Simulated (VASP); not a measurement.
# Ti (P6/mmm) in VASP: a series of runs

Ti is run at these levels: PBE; tasks: single point.

Everything below comes from runs of VASP 6.6.1. Logs are shortened: lines on timing, memory, paths and dates and some standing lists are left out, and cuts for length are marked.

**1. The cell of the first run**

The structure is hexagonal, space group P6/mmm (No. 191). The conventional cell has a = 4.537 Å, b = 4.537 Å, c = 2.553 Å, α = 90.00°, β = 90.00°, γ = 120.00°. Ti (site symmetry 6/mmm) has 14 Ti at 2.55 to 2.91 Å within 3.4 Å. Ti (site symmetry -6m2) has 11 Ti at 2.55 to 2.91 Å within 3.4 Å.

This isn't the form of Ti at room conditions, which is hcp.

**2. Single point, PBE (strained)**

INCAR

```
SYSTEM = Ti
  PREC = Accurate
  ENCUT = 550
  EDIFF = 1E-6
  ISMEAR = 0
  SIGMA = 0.1
  LREAL = .FALSE.
  LASPH = .TRUE.
  NELM = 300
  ALGO = All
  ISIF = 2
  LWAVE = .FALSE.
  LCHARG = .FALSE.
  GGA = PE
  NBANDS = 25
  GGA_COMPAT = .FALSE.
  ISEARCH = 1
  KPAR = 4
```

KPOINTS

```
regular mesh
0
G
  12 12 14
  0 0 0
```

POSCAR

```
Ti
1.0
    4.5374585255      0.0000000000      0.0000000000
   -2.2687292627      3.9295543517      0.0000000000
    0.0000000000      0.0000000000      2.5533703857
Ti
3
Direct
    0.0000000000      0.0000000000      0.0000000000
    0.3333333333      0.6666666667      0.5000000000
    0.6666666667      0.3333333333      0.5000000000
```

Potentials or basis: VASP PAW PBE potentials, release 64 (Ti_sv).

Run with:

```
$ cat potpaw_PBE.64/Ti_sv/POTCAR > POTCAR
$ mpirun -np 4 vasp_std > vasp.out
```

OUTCAR:

```text
SYSTEM = Ti
   PREC = Accurate
   ENCUT = 550
   EDIFF = 1E-6
   ISMEAR = 0
   LREAL = .FALSE.
   LASPH = .TRUE.
   NELM = 300
   ISIF = 2
   GGA = PE

 ion  position               nearest neighbor table
   1  0.000  0.000  0.000-   2 2.91   3 2.91   2 2.91   3 2.91   2 2.91   2 2.91   3 2.91   3 2.91
                             3 2.91   3 2.91   2 2.91   2 2.91
   2  0.333  0.667  0.500-   3 2.62   3 2.62   3 2.62   1 2.91   1 2.91   1 2.91   1 2.91   1 2.91
                             1 2.91
   3  0.667  0.333  0.500-   2 2.62   2 2.62   2 2.62   1 2.91   1 2.91   1 2.91   1 2.91   1 2.91
                             1 2.91

  LATTYP: Found a hexagonal cell.
 ALAT       =     4.5374585255
 C/A-ratio  =     0.5627313994

  Lattice vectors:

 A1 = (   4.5374585255,   0.0000000000,   0.0000000000)
 A2 = (  -2.2687292627,   3.9295543517,   0.0000000000)
 A3 = (   0.0000000000,   0.0000000000,   2.5533703857)

Analysis of symmetry for initial positions (statically):
=====================================================================
 Subroutine PRICEL returns:
 Original cell was already a primitive cell.

 Routine SETGRP: Setting up the symmetry group for a
 hexagonal supercell.

 Subroutine GETGRP returns: Found 24 space group operations
 (whereof 24 operations were pure point group operations)
 out of a pool of 24 trial point group operations.

The static configuration has the point symmetry D_6h.

Analysis of symmetry for dynamics (positions and initial velocities):
=====================================================================
 Subroutine PRICEL returns:
 Original cell was already a primitive cell.

 Routine SETGRP: Setting up the symmetry group for a
 hexagonal supercell.

 Subroutine GETGRP returns: Found 24 space group operations
 (whereof 24 operations were pure point group operations)
 out of a pool of 24 trial point group operations.

The dynamic configuration has the point symmetry D_6h.

 Subroutine INISYM returns: Found 24 space group operations
 (whereof 24 operations are pure point group operations),
 and found     1 'primitive' translations

----------------------------------------------------------------------------------------

                                     Primitive cell

  volume of cell :      45.5271

  direct lattice vectors                    reciprocal lattice vectors
     4.537458525  0.000000000  0.000000000     0.220387689  0.127240892  0.000000000
    -2.268729263  3.929554352  0.000000000     0.000000000  0.254481784  0.000000000
     0.000000000  0.000000000  2.553370386     0.000000000  0.000000000  0.391639225

[... 86 lines left out ...]
   LREAL  =      F    real-space projection
   EDIFFG = 0.1E-04   stopping-criterion for IOM
   NSW    =      0    number of steps for IOM
   IBRION =     -1    ionic relax: 0-MD 1-quasi-New 2-CG
   NFREE  =      0    steps in history (QN), initial steepest desc. (CG)
   ISIF   =      2    stress and relaxation
   ISYM   =      2    0-nonsym 1-usesym 2-fastsym
   POTIM  = 0.5000    time-step for ionic-motion
   TEBEG  =    0.0;   TEEND  =   0.0 temperature during run
   PSTRESS=    0.0 pullay stress
   NELECT =      36.0000    total number of electrons
   NUPDOWN=      -1.0000    fix difference up-down
   EMIN   =  10.00;   EMAX   =-10.00  energy-range for DOS
   EFERMI =   0.00;   METHOD = LEGACY
   ISMEAR =     0;   SIGMA  =   0.10  broadening in eV -4-tet -1-fermi 0-gaus
   EFERMI_NEDOS =   21; number of points for ismear=-14 and -15
   IALGO  =     58    algorithm
   IMIX   =      4    mixing-type and parameters
     AMIX     =   0.40;   BMIX     =  1.00
     AMIX_MAG =   1.60;   BMIX_MAG =  1.00
  volume/ion in A,a.u.               =      15.18       102.41
  Fermi-wavevector in a.u.,A,eV,Ry     =   1.513860  2.860781 31.181456  2.291772
  Thomas-Fermi vector in A             =   2.623595
   LORBIT       =      0    0 simple, 1 ext, 2 COOP (PROOUT), +10 PAW based schemes
   GGA     = PE    functional components
   LHFCALC =     F    Hartree Fock is set to
   AEXX    =    0.0000 exact exchange contribution
   IVDW    =     0    specifies the selected vdW correction
   LEPSILON=     F    determine dielectric tensor
   LRPA    =     F    only Hartree local field effects (RPA)
 non-spin polarized calculation
 Gauss-broadening in eV      SIGMA  =   0.10
  energy-cutoff  :      550.00
  volume of cell :       45.53
 maximum number of plane-waves:      1360
 NGX is ok and might be reduce to    36

 number of electron      36.0000013 magnetization

 Free energy of the ion-electron system (eV)
  ---------------------------------------------------
  ext. energy  EPLUGINS =         0.00000000
  ---------------------------------------------------
  free energy    TOTEN  =       -23.04241768 eV

  energy without entropy =      -23.01898384  energy(sigma->0) =      -23.03070076

 E-fermi :   9.5914     XC(G=0): -12.1455

 val. band max:        9.5896674152   @ k =   0.4167   0.0833   0.1429
 cond. band min:       9.5955887334   @ k =   0.3333   0.3333   0.2857
 fundamental gap:      0.0059213181
 Fermi energy:         9.5913791636

 k-point     1 :       0.0000    0.0000    0.0000
  band No.  band energies     occupation
      1     -46.9015      2.00000
      2     -46.6919      2.00000
      3     -46.5358      2.00000
      4     -23.2435      2.00000
      5     -23.2435      2.00000
      6     -23.2090      2.00000
[... 661 lines left out ...]
     24      12.1048      0.00000
     25      13.2945      0.00000

 [... further k-points ...]

------------------------ aborting loop because EDIFF is reached ----------------------------------------

  FORCE on cell =-STRESS in cart. coord.  units (eV):
  Direction    XX          YY          ZZ          XY          YZ          ZX
  --------------------------------------------------------------------------------------
  -------------------------------------------------------------------------------------
  Total        3.1513748      3.1513748      8.5198937      0.0000000      0.0000000      0.0000000
  in kB      110.9023779    110.9023779    299.8299219      0.0000000      0.0000000      0.0000000
  external PRESSURE =     173.8782259 kB  Pullay stress =       0.0000000 kB

 VOLUME and BASIS-vectors are now :
 -----------------------------------------------------------------------------
  energy-cutoff  :      550.00
  volume of cell :       45.53
      direct lattice vectors                 reciprocal lattice vectors
     4.537458525  0.000000000  0.000000000     0.220387689  0.127240892  0.000000000
    -2.268729263  3.929554352  0.000000000     0.000000000  0.254481784  0.000000000
     0.000000000  0.000000000  2.553370386     0.000000000  0.000000000  0.391639225

 POSITION                                       TOTAL-FORCE (eV/Angst)
 -----------------------------------------------------------------------------------
      0.00000      0.00000      0.00000        -0.000000      0.000000      0.000000
     -0.00000      2.61970      1.27669         0.000000     -0.000000     -0.000000
      2.26873      1.30985      1.27669        -0.000000      0.000000      0.000000
 -----------------------------------------------------------------------------------
    total drift:                                0.000000      0.000000     -0.000000

  FREE ENERGIE OF THE ION-ELECTRON SYSTEM (eV)
  ---------------------------------------------------
  free  energy   TOTEN  =       -23.0424176780 eV

  energy  without entropy=      -23.0189817929  energy(sigma->0) =      -23.03069974
```

OSZICAR:

```text
N       E                     dE             d eps       ncg     rms           ort
DAV:   1     0.443829303854E+03    0.44383E+03   -0.19967E+04  3800   0.202E+03
DAV:   2     0.246552279557E+02   -0.41917E+03   -0.41174E+03  3800   0.534E+02
[... 21 lines left out ...]
CGA:  24    -0.230424132230E+02   -0.22440E-05   -0.21677E-05  3800   0.629E-05  -0.106E-05
 trl  25    -0.230424153775E+02   -0.21545E-05   -0.23045E-05  3800   0.593E-05   0.143E-05
CGA:  26    -0.230424154358E+02   -0.22128E-05   -0.23045E-05  3800   0.731E-05  -0.179E-09
CGA:  27    -0.230424160870E+02   -0.65123E-06   -0.71142E-06  3800   0.363E-05   0.518E-06
CGA:  28    -0.230424172820E+02   -0.11949E-05   -0.11471E-05  3800   0.206E-05   0.507E-06
CGA:  29    -0.230424176780E+02   -0.39608E-06   -0.39111E-06  3800   0.297E-05  -0.112E-06
   1 F= -.23042418E+02 E0= -.23030700E+02  d E =-.234359E-01
```

stdout:

```text
POSCAR found type information on POSCAR Ti
 POSCAR found :  1 types and       3 ions
 scaLAPACK will be used
 LDA part: xc-table for (Slater+PW92), standard interpolation
 POSCAR, INCAR and KPOINTS ok, starting setup
 FFT: planning ... GRIDC
 FFT: planning ... GRID_SOFT
[... 46 lines left out ...]
 gam= 1.162 trial= 0.428  step=  0.1946 mean=  0.4276
 gam= 0.497 g(H,U,f)=  0.294E-05 0.596E-06 0.100E-06 ort(H,U,f) = 0.145E-05-0.865E-06-0.715E-07
 gam= 0.497 trial= 0.404  step=  0.5895 mean=  0.4043
 gam= 0.567 g(H,U,f)=  0.160E-05 0.415E-06 0.493E-07 ort(H,U,f) = 0.377E-06 0.921E-07 0.381E-07
 gam= 0.567 trial= 0.423  step=  0.3332 mean=  0.4228
 gam= 1.443 g(H,U,f)=  0.152E-05 0.132E-05 0.137E-06 ort(H,U,f) = 0.609E-06-0.627E-06-0.948E-07
 gam= 1.443 trial= 0.414  step=  0.4157 mean=  0.4139
 final diagonalization occupied
```

It took 76 s on 4 MPI ranks of Intel Xeon Platinum 8375C at 2.90GHz (Ice Lake), shared host; peak memory 0.41 GiB.

What came out:

| Quantity | Value |
| --- | --- |
| Free energy | -23.0424 eV |
| Pressure | 17.4 GPa |
| Band gap on the k mesh | zero (bands 18 and 19 overlap by 0.49 eV) |

Caveat: the cell differs from its parent crystal (strained); the stress differs along the axes, from 11 to 30 GPa.

**3. Single point, PBE**

This run uses another cell than the first one: it holds 6 atoms, not 3.

INCAR

```
  PREC = Accurate
  ENCUT = 500
  EDIFF = 1E-6
  ISMEAR = 0
  SIGMA = 0.1
  LREAL = F
  LASPH = T
  NELM = 120
  ALGO = Normal
  ISIF = 2
  LWAVE = F
  LCHARG = F
  GGA = PE
  NBANDS = 45
  GGA_COMPAT = F
```

KPOINTS

```
regular mesh
0
Gamma
  12 12 8
```

POSCAR

```
Ti
1.0
    2.2897681505     -3.9659947743      0.0000000000
   -4.5795363010      0.0000000000      0.0000000000
    0.0000000000      0.0000000000     -5.6643452948
Ti
6
Direct
    0.0000000000      1.0000000000      0.5000000000
    0.0000000000      1.0000000000      0.0000000000
    0.3333333333      0.6666666667      0.2500000000
    0.3333333333      0.6666666667      0.7500000000
    0.6666666667      0.3333333333      0.2500000000
    0.6666666667      0.3333333333      0.7500000000
```

Potentials or basis: VASP PAW PBE potentials, release 64 (Ti_sv).

Run with:

```
$ cat potpaw_PBE.64/Ti_sv/POTCAR > POTCAR
$ mpirun -np 1 vasp_std > vasp.out
```

Run time: 15 min. Hardware: 1 thread of Oxide Virtual Turin-like, shared host; peak memory 0.36 GiB.

The run converged. Its results:

```yaml
Free_energy: -47.0577 eV
Pressure: -0.3 GPa
Band_gap_on_the_k_mesh: zero (bands 36 and 37 overlap by 0.29 eV)
```

Levels at points of the mesh, in eV from the Fermi level:
| k point | band 34 | band 35 | band 36 | band 37 | band 38 | band 39 |
| --- | --- | --- | --- | --- | --- | --- |
| (0.00, 0.00, 0.00) | -0.71 | -0.62 | -0.62 | -0.03 | 0.68 | 1.05 |
| (0.50, 0.00, 0.00) | -0.41 | -0.39 | -0.35 | 0.06 | 0.36 | 0.53 |
| (0.00, 0.00, 0.50) | -1.14 | -1.14 | -1.14 | 1.17 | 1.17 | 1.17 |
| (0.50, 0.00, 0.50) | -0.67 | -0.33 | -0.33 | 0.05 | 0.05 | 0.25 |
